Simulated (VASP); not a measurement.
# Ba (Fm-3m) in VASP: single point with PBE

Aim: the single point of Ba with PBE.

Everything below comes from runs of VASP 6.6.1. Logs are shortened: lines on timing, memory, paths and dates and some standing lists are left out, and cuts for length are marked.

## (1) The cell of the first run

The structure is cubic, space group Fm-3m (No. 225). The conventional cell has a = 6.292 Å, b = 6.292 Å, c = 6.292 Å, α = 90.00°, β = 90.00°, γ = 90.00°. Ba (site symmetry m-3m) has 12 Ba at 4.45 Å within 5.8 Å.

This isn't the form of Ba at room conditions, which is bcc.

## (2) Single point, PBE

The input, INCAR:

```
  PREC = Accurate
  ENCUT = 520
  EDIFF = 1E-7
  ISMEAR = -1
  SIGMA = 0.05
  LREAL = False
  LASPH = True
  NELM = 60
  ALGO = Normal
  ISIF = 2
  LWAVE = False
  LCHARG = True
  GGA = PE
  LELF = True
  LVHAR = True
  NBANDS = 11
```

The input, KPOINTS:

```
Automatic mesh
0
Gamma
  11 11 11
```

The input, POSCAR:

```
Ba
1.0
    0.0000000000      3.1458564579      3.1458564579
    3.1458564579      0.0000000000      3.1458564579
    3.1458564579      3.1458564579      0.0000000000
Ba
1
Direct
    0.0000000000      0.0000000000      0.0000000000
```

Potentials or basis: VASP PAW PBE potentials, release 64 (Ba_sv).

On the command line:

```bash
$ cat potpaw_PBE.64/Ba_sv/POTCAR > POTCAR
$ mpirun -np 1 vasp_std > vasp.out
```

OUTCAR:

```text
PREC = Accurate
   ENCUT = 520
   EDIFF = 1E-7
   ISMEAR = -1
   LREAL = False
   LASPH = True
   NELM = 60
   ISIF = 2
   GGA = PE

 ion  position               nearest neighbor table
   1  0.000  0.000  0.000-

  LATTYP: Found a face centered cubic cell.
 ALAT       =     6.2917129158

  Lattice vectors:

 A1 = (   0.0000000000,   3.1458564579,   3.1458564579)
 A2 = (   3.1458564579,   0.0000000000,   3.1458564579)
 A3 = (   3.1458564579,   3.1458564579,   0.0000000000)

Analysis of symmetry for initial positions (statically):
=====================================================================
 Subroutine PRICEL returns:
 Original cell was already a primitive cell.

 Routine SETGRP: Setting up the symmetry group for a
 face centered cubic supercell.

 Subroutine GETGRP returns: Found 48 space group operations
 (whereof 48 operations were pure point group operations)
 out of a pool of 48 trial point group operations.

The static configuration has the point symmetry O_h .

Analysis of symmetry for dynamics (positions and initial velocities):
=====================================================================
 Subroutine PRICEL returns:
 Original cell was already a primitive cell.

 Routine SETGRP: Setting up the symmetry group for a
 face centered cubic supercell.

 Subroutine GETGRP returns: Found 48 space group operations
 (whereof 48 operations were pure point group operations)
 out of a pool of 48 trial point group operations.

The dynamic configuration has the point symmetry O_h .

 Subroutine INISYM returns: Found 48 space group operations
 (whereof 48 operations are pure point group operations),
 and found     1 'primitive' translations

----------------------------------------------------------------------------------------

                                     Primitive cell

  volume of cell :      62.2654

  direct lattice vectors                    reciprocal lattice vectors
     0.000000000  3.145856458  3.145856458    -0.158939229  0.158939229  0.158939229
     3.145856458  0.000000000  3.145856458     0.158939229 -0.158939229  0.158939229
     3.145856458  3.145856458  0.000000000     0.158939229  0.158939229 -0.158939229

  length of vectors
     4.448912868  4.448912868  4.448912868     0.275290820  0.275290820  0.275290820

  position of ions in fractional coordinates (direct lattice)
     0.000000000  0.000000000  0.000000000

  ion indices of the primitive-cell ions
   primitive index   ion index
                 1           1

----------------------------------------------------------------------------------------

 KPOINTS: Automatic mesh

Automatic generation of k-mesh.
 Grid dimensions read from file:
 generate k-points for:   11   11   11

 Generating k-lattice:

  Cartesian coordinates                     Fractional coordinates (reciprocal lattice)
    -0.014449021  0.014449021  0.014449021     0.090909091  0.000000000  0.000000000
     0.014449021 -0.014449021  0.014449021     0.000000000  0.090909091  0.000000000
     0.014449021  0.014449021 -0.014449021     0.000000000  0.000000000  0.090909091

  Length of vectors
     0.025026438  0.025026438  0.025026438

  Shift w.r.t. Gamma in fractional coordinates (k-lattice)
     0.000000000  0.000000000  0.000000000

 Subroutine IBZKPT returns following result:
 ===========================================

 Found     56 irreducible k-points:

 Following reciprocal coordinates:
            Coordinates               Weight
  0.000000  0.000000  0.000000      1.000000
  0.090909  0.000000  0.000000      8.000000
  0.181818  0.000000  0.000000      8.000000
  0.272727  0.000000  0.000000      8.000000
  0.363636  0.000000  0.000000      8.000000
  0.454545  0.000000  0.000000      8.000000
[... 16 lines left out ...]
 -0.272727  0.181818  0.000000     24.000000
 -0.181818  0.181818  0.000000     12.000000
 [... further k-points ...]
   k-points           NKPTS =     56   k-points in BZ     NKDIM =     56   number of bands    NBANDS=     11
   number of dos      NEDOS =    301   number of ions     NIONS =      1
   total plane-waves  NPLWV =  46656
   dimension x,y,z NGX =    36 NGY =   36 NGZ =   36
   dimension x,y,z NGXF=    72 NGYF=   72 NGZF=   72
   ions per type =               1
   NGX,Y,Z   is equivalent  to a cutoff of  13.45, 13.45, 13.45 a.u.
   NGXF,Y,Z  is equivalent  to a cutoff of  26.90, 26.90, 26.90 a.u.
 SYSTEM =  unknown system
   PREC   = accura    normal or accurate (medium, high low for compatibility)
   ISTART =      0    job   : 0-new  1-cont  2-samecut
   ICHARG =      2    charge: 1-file 2-atom 10-const
   ISPIN  =      1    spin polarized calculation?
   LNONCOLLINEAR =      F non collinear calculations
   LSORBIT =      F    spin-orbit coupling
   LASPH  =      T    aspherical Exc in radial PAW
   ENCUT  =  520.0 eV  38.22 Ry    6.18 a.u.   8.27  8.27  8.27*2*pi/ulx,y,z
   NELM   =     60;   NELMIN=  2; NELMDL= -5     # of ELM steps
   EDIFF  = 0.1E-06   stopping-criterion for ELM
   LREAL  =      F    real-space projection
   EDIFFG = 0.1E-05   stopping-criterion for IOM
   NSW    =      0    number of steps for IOM
   IBRION =     -1    ionic relax: 0-MD 1-quasi-New 2-CG
   NFREE  =      0    steps in history (QN), initial steepest desc. (CG)
   ISIF   =      2    stress and relaxation
   ISYM   =      2    0-nonsym 1-usesym 2-fastsym
   POTIM  = 0.5000    time-step for ionic-motion
   TEBEG  =    0.0;   TEEND  =   0.0 temperature during run
   PSTRESS=    0.0 pullay stress
   NELECT =      10.0000    total number of electrons
   NUPDOWN=      -1.0000    fix difference up-down
   EMIN   =  10.00;   EMAX   =-10.00  energy-range for DOS
   EFERMI =   0.00;   METHOD = LEGACY
   ISMEAR =    -1;   SIGMA  =   0.05  broadening in eV -4-tet -1-fermi 0-gaus
   EFERMI_NEDOS =   21; number of points for ismear=-14 and -15
   IALGO  =     38    algorithm
   IMIX   =      4    mixing-type and parameters
     AMIX     =   0.40;   BMIX     =  1.00
     AMIX_MAG =   1.60;   BMIX_MAG =  1.00
  volume/ion in A,a.u.               =      62.27       420.19
  Fermi-wavevector in a.u.,A,eV,Ry     =   0.889869  1.681608 10.773995  0.791866
  Thomas-Fermi vector in A             =   2.011485
   LORBIT       =      0    0 simple, 1 ext, 2 COOP (PROOUT), +10 PAW based schemes
   GGA     = PE    functional components
[... 5 lines left out ...]
 non-spin polarized calculation
  energy-cutoff  :      520.00
  volume of cell :       62.27
 maximum number of plane-waves:      1696
 NGX is ok and might be reduce to    36
   NGX = 17   NGY = 17   NGZ = 17

 number of electron      10.0000000 magnetization

 number of electron       9.9999999 magnetization

 Free energy of the ion-electron system (eV)
  ---------------------------------------------------
  ext. energy  EPLUGINS =         0.00000000
  ---------------------------------------------------
  free energy    TOTEN  =        -1.89645419 eV

  energy without entropy =       -1.88357369  energy(sigma->0) =       -1.89001394

 E-fermi :   1.7286     XC(G=0):  -7.4450

 val. band max:        1.6974489933   @ k =   0.4545   0.3636   0.0000
 cond. band min:       1.7342482713   @ k =  -0.3636   0.3636   0.1818
 fundamental gap:      0.0367992780
 Fermi energy:         1.7286010024

 k-point     1 :       0.0000    0.0000    0.0000
  band No.  band energies     occupation
      1     -27.1568      2.00000
      2     -12.1049      2.00000
      3     -12.1049      2.00000
      4     -12.1049      2.00000
      5      -1.0734      2.00000
      6       3.5056      0.00000
      7       3.5056      0.00000
      8       3.5056      0.00000
      9       5.0920      0.00000
     10       5.0920      0.00000
     11       7.7461      0.00000

 k-point     2 :       0.0909    0.0000    0.0000
  band No.  band energies     occupation
      1     -27.1535      2.00000
      2     -12.1456      2.00000
      3     -12.1100      2.00000
      4     -12.1100      2.00000
      5      -0.9251      2.00000
      6       3.3251      0.00000
      7       3.5762      0.00000
      8       3.5762      0.00000
      9       4.9953      0.00000
     10       4.9953      0.00000
     11       8.1016      0.00000

 k-point     3 :       0.1818    0.0000    0.0000
  band No.  band energies     occupation
      1     -27.1445      2.00000
      2     -12.2521      2.00000
      3     -12.1235      2.00000
      4     -12.1235      2.00000
      5      -0.5167      2.00000
      6       2.9571      0.00000
      7       3.6978      0.00000
      8       3.6978      0.00000
      9       4.8908      0.00000
     10       4.8908      0.00000
     11       8.3359      0.00000

 k-point     4 :       0.2727    0.0000    0.0000
  band No.  band energies     occupation
      1     -27.1327      2.00000
      2     -12.3865      2.00000
      3     -12.1411      2.00000
      4     -12.1411      2.00000
      5       0.0341      2.00000
      6       2.6641      0.00000
      7       3.6507      0.00000
      8       3.6507      0.00000
      9       5.1342      0.00000
     10       5.1342      0.00000
     11       7.7747      0.00000
[... 239 lines left out ...]
 k-point    22 :      -0.3636    0.1818    0.0000
  band No.  band energies     occupation
      1     -27.1115      2.00000
      2     -12.5139      2.00000
      3     -12.2735      2.00000
      4     -12.1789      2.00000
      5       1.2019      1.99995
      6       2.3626      0.00001
      7       2.8783      0.00000
      8       3.8127      0.00000
      9       5.5254      0.00000
     10       6.6927      0.00000
     11       7.7658      0.00000

 k-point    23 :      -0.2727    0.1818    0.0000
  band No.  band energies     occupation
      1     -27.1187      2.00000
      2     -12.4514      2.00000
      3     -12.2587      2.00000
      4     -12.1569      2.00000
      5       0.8398      2.00000
      6       2.4588      0.00000
      7       2.9091      0.00000
      8       3.9265      0.00000
      9       4.8060      0.00000
     10       6.5595      0.00000
     11       8.3761      0.00000

 k-point    24 :      -0.1818    0.1818    0.0000
  band No.  band energies     occupation
      1     -27.1288      2.00000
      2     -12.3738      2.00000
      3     -12.2166      2.00000
      4     -12.1364      2.00000
      5       0.2794      2.00000
      6       2.5590      0.00000
      7       3.2735      0.00000
      8       4.1548      0.00000
      9       4.2362      0.00000
     10       5.9057      0.00000
     11       8.8043      0.00000

 [... further k-points ...]

------------------------ aborting loop because EDIFF is reached ----------------------------------------

  FORCE on cell =-STRESS in cart. coord.  units (eV):
  Direction    XX          YY          ZZ          XY          YZ          ZX
  --------------------------------------------------------------------------------------
  -------------------------------------------------------------------------------------
  Total        0.1081960      0.1081960      0.1081960     -0.0000000      0.0000000      0.0000000
  in kB        2.7840367      2.7840367      2.7840367     -0.0000000      0.0000000      0.0000000
  external PRESSURE =       2.7840367 kB  Pullay stress =       0.0000000 kB

 VOLUME and BASIS-vectors are now :
 -----------------------------------------------------------------------------
  energy-cutoff  :      520.00
  volume of cell :       62.27
      direct lattice vectors                 reciprocal lattice vectors
     0.000000000  3.145856458  3.145856458    -0.158939229  0.158939229  0.158939229
     3.145856458  0.000000000  3.145856458     0.158939229 -0.158939229  0.158939229
     3.145856458  3.145856458  0.000000000     0.158939229  0.158939229 -0.158939229

 POSITION                                       TOTAL-FORCE (eV/Angst)
 -----------------------------------------------------------------------------------
      0.00000      0.00000      0.00000        -0.000000     -0.000000      0.000000
 -----------------------------------------------------------------------------------
    total drift:                               -0.000000     -0.000000     -0.000000

  FREE ENERGIE OF THE ION-ELECTRON SYSTEM (eV)
  ---------------------------------------------------
  free  energy   TOTEN  =        -1.8964541881 eV

  energy  without entropy=       -1.8835736900  energy(sigma->0) =       -1.89001394
```

Wall time 21 s (1 thread of AMD EPYC 9R45 (Zen 5), shared host); peak memory 0.19 GiB.

What came out:

```
Free energy            : -1.8965 eV
Pressure               : 0.3 GPa
Band gap on the k mesh : zero (bands 5 and 6 overlap by 0.29 eV)
```

Caveat: spin-orbit coupling is left out, which moves the levels of the heavy elements.
